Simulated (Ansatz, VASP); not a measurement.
**One calculation of TaF4, two programs**

```
CELL_PARAMETERS angstrom
2.80839 -3.11590 0.00000
2.80839 3.11590 0.00000
0.00000 0.00000 5.69956
ATOMIC_POSITIONS crystal
Ta 0.50000 0.50000 0.00000
F 0.73784 0.73784 0.76798
F 0.26216 0.26216 0.76798
F 0.73784 0.73784 0.23202
F 0.26216 0.26216 0.23202
```

Alike in both runs: functional PBE; k mesh 3 × 3 × 3; occupations gaussian, width 0.15 eV; no spin polarisation.

Ansatz relaxed the structure, and its values are those at the end. VASP's run is a single point on that final structure, the one shown.

```csv
,VASP,Ansatz
version,VASP 6.6.1,Ansatz 0.2.0
potentials or method,"VASP PAW PBE potentials, release 64 (Ta_pv, F), cutoff 600 eV","scalar-relativistic, plane waves, PAW"
valence electrons in the cell,39,41
```

Ansatz gave:

- gap on the k mesh at the Fermi level (eV): none
- pressure (GPa): 0.7
- rms of the force components (eV/Å): 0.020

Question: Estimate VASP's values.

Answer: gap on the k mesh at the Fermi level (eV): none; pressure (GPa): 1.2; rms of the force components (eV/Å): 0.124.

A gap of «none» marks a metal or a gap that the smearing closes. VASP's potentials hold 39 valence electrons a cell and Ansatz's 41, so a difference there can come from the potentials and not from the codes.

The k mesh is coarse, so the values compare programs but aren't converged. Spin-orbit coupling is off throughout.
